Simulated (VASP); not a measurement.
# PmBi (Fm-3m) in VASP: a series of runs, part 2 of 2

VASP 6.6.1.

## Step 3: Single point, PBE, collinear spin, ferromagnetic start

This run uses another cell than the first one, of 35.34 Å³/atom.

File INCAR:

```
PREC = Accurate ; ENCUT = 520
EDIFF = 1E-6 ; ISMEAR = 0
SIGMA = 0.05 ; LREAL = F
LASPH = T ; NELM = 150
ALGO = Normal ; ISIF = 2
LWAVE = F ; LCHARG = F
ISPIN = 2 ; MAGMOM = 4.78 0
LORBIT = 11 ; LMAXMIX = 6
GGA = PE ; NBANDS = 26
```

File KPOINTS:

```
regular mesh
0
Gamma
  10 10 10
```

File POSCAR:

```
PmBi
1.0
    0.0000000000      3.2816130053      3.2816130053
    3.2816130053      0.0000000000      3.2816130053
    3.2816130053      3.2816130053      0.0000000000
Pm Bi
1 1
Direct
    0.5000000000      0.5000000000      0.5000000000
    0.0000000000      0.0000000000      0.0000000000
```

Potentials or basis: VASP PAW PBE potentials, release 64 (Pm, Bi_d).

On the command line:

```
$ cat potpaw_PBE.64/Pm/POTCAR potpaw_PBE.64/Bi_d/POTCAR > POTCAR
$ mpirun -np 1 vasp_std > vasp.out
```

OUTCAR:

```text
PREC = Accurate
   ENCUT = 520
   EDIFF = 1E-6
   ISMEAR = 0
   LREAL = F
   LASPH = T
   NELM = 150
   ISIF = 2
   ISPIN = 2
   LORBIT = 11
   GGA = PE

 ion  position               nearest neighbor table
   1  0.500  0.500  0.500-   2 3.28   2 3.28   2 3.28   2 3.28   2 3.28   2 3.28
   2  0.000  0.000  0.000-   1 3.28   1 3.28   1 3.28   1 3.28   1 3.28   1 3.28

  LATTYP: Found a face centered cubic cell.
 ALAT       =     6.5632260106

  Lattice vectors:

 A1 = (   0.0000000000,   3.2816130053,   3.2816130053)
 A2 = (   3.2816130053,   0.0000000000,   3.2816130053)
 A3 = (   3.2816130053,   3.2816130053,   0.0000000000)

Analysis of symmetry for initial positions (statically):
=====================================================================
 Subroutine PRICEL returns:
 Original cell was already a primitive cell.

 Routine SETGRP: Setting up the symmetry group for a
 face centered cubic supercell.

 Subroutine GETGRP returns: Found 48 space group operations
 (whereof 48 operations were pure point group operations)
 out of a pool of 48 trial point group operations.

The static configuration has the point symmetry O_h .

Analysis of symmetry for dynamics (positions and initial velocities):
=====================================================================
 Subroutine PRICEL returns:
 Original cell was already a primitive cell.

 Routine SETGRP: Setting up the symmetry group for a
 face centered cubic supercell.

 Subroutine GETGRP returns: Found 48 space group operations
 (whereof 48 operations were pure point group operations)
 out of a pool of 48 trial point group operations.

The dynamic configuration has the point symmetry O_h .

Analysis of structural, dynamic, and magnetic symmetry:
=====================================================================
 Subroutine PRICEL returns:
 Original cell was already a primitive cell.

 Routine SETGRP: Setting up the symmetry group for a
[... 149 lines left out ...]
  ---------------------------------------------------
  free energy    TOTEN  =       -13.30870327 eV

  energy without entropy =      -13.28479659  energy(sigma->0) =      -13.29674993

 E-fermi :   5.3142     XC(G=0):  -9.5450

 val. band max:        5.3131723815   @ k =   0.4000   0.2000   0.0000
 cond. band min:       5.3142120878   @ k =  -0.4000   0.1000   0.0000
 fundamental gap:      0.0010397063
 Fermi energy:         5.3142004011

 spin component 1

 k-point     1 :       0.0000    0.0000    0.0000
  band No.  band energies     occupation
      1     -33.2397      1.00000
      2     -16.1480      1.00000
      3     -16.1480      1.00000
      4     -16.1027      1.00000
      5     -16.1027      1.00000
      6     -16.1027      1.00000
[... 685 lines left out ...]
     25       9.7002      0.00000
     26      10.8597      0.00000

 [... further k-points ...]

 spin component 2

 k-point     1 :       0.0000    0.0000    0.0000
  band No.  band energies     occupation
      1     -31.2254      1.00000
      2     -16.1668      1.00000
      3     -16.1668      1.00000
      4     -16.1254      1.00000
      5     -16.1254      1.00000
      6     -16.1254      1.00000
[... 685 lines left out ...]
     25      10.2509      0.00000
     26      11.3389      0.00000

 [... further k-points ...]

------------------------ aborting loop because EDIFF is reached ----------------------------------------

  FORCE on cell =-STRESS in cart. coord.  units (eV):
  Direction    XX          YY          ZZ          XY          YZ          ZX
  --------------------------------------------------------------------------------------
  -------------------------------------------------------------------------------------
  Total        0.0347331      0.0347331      0.0347331     -0.0000000      0.0000000      0.0000000
  in kB        0.7873405      0.7873405      0.7873405     -0.0000000      0.0000000      0.0000000
  external PRESSURE =       0.7873405 kB  Pullay stress =       0.0000000 kB

 VOLUME and BASIS-vectors are now :
 -----------------------------------------------------------------------------
  energy-cutoff  :      520.00
  volume of cell :       70.68
      direct lattice vectors                 reciprocal lattice vectors
     0.000000000  3.281613005  3.281613005    -0.152364096  0.152364096  0.152364096
     3.281613005  0.000000000  3.281613005     0.152364096 -0.152364096  0.152364096
     3.281613005  3.281613005  0.000000000     0.152364096  0.152364096 -0.152364096

 POSITION                                       TOTAL-FORCE (eV/Angst)
 -----------------------------------------------------------------------------------
      3.28161      3.28161      3.28161         0.000000      0.000000      0.000000
      0.00000      0.00000      0.00000        -0.000000     -0.000000     -0.000000
 -----------------------------------------------------------------------------------
    total drift:                                0.000000      0.000000      0.000000

  FREE ENERGIE OF THE ION-ELECTRON SYSTEM (eV)
  ---------------------------------------------------
  free  energy   TOTEN  =       -13.3087032729 eV

  energy  without entropy=      -13.2847965879  energy(sigma->0) =      -13.29674993

 total charge

# of ion       s       p       d       f       tot
--------------------------------------------------
    1        2.006   5.548   0.411   4.347  12.311
    2        1.443   1.685   9.877   0.000  13.005
--------------------------------------------------
tot          3.449   7.233  10.287   4.347  25.316

 magnetization (x)

# of ion       s       p       d       f       tot
--------------------------------------------------
    1       -0.016   0.001   0.024   4.294   4.303
    2       -0.005  -0.090   0.001   0.000  -0.094
--------------------------------------------------
tot         -0.022  -0.089   0.025   4.294   4.209
```

It took 4.8 min on 1 thread of Intel Xeon 8259CL, shared host; peak memory 0.34 GiB.

What came out:

- Free energy: -13.3087 eV
- Pressure: 0.1 GPa
- Net moment: 4.28 μB per cell
- Site moments: Pm +4.30; Bi -0.09 μB
- Valence electrons inside the program's atomic spheres: Pm 12.31; Bi 13.01

Caveat: the magnetic or orbital state may not be the lowest; spin-orbit coupling is left out, which moves the levels of the heavy elements; semilocal functionals describe open f shells poorly, which spoils levels, moments and volumes. The state reached can hang on the start; a lower one may exist.
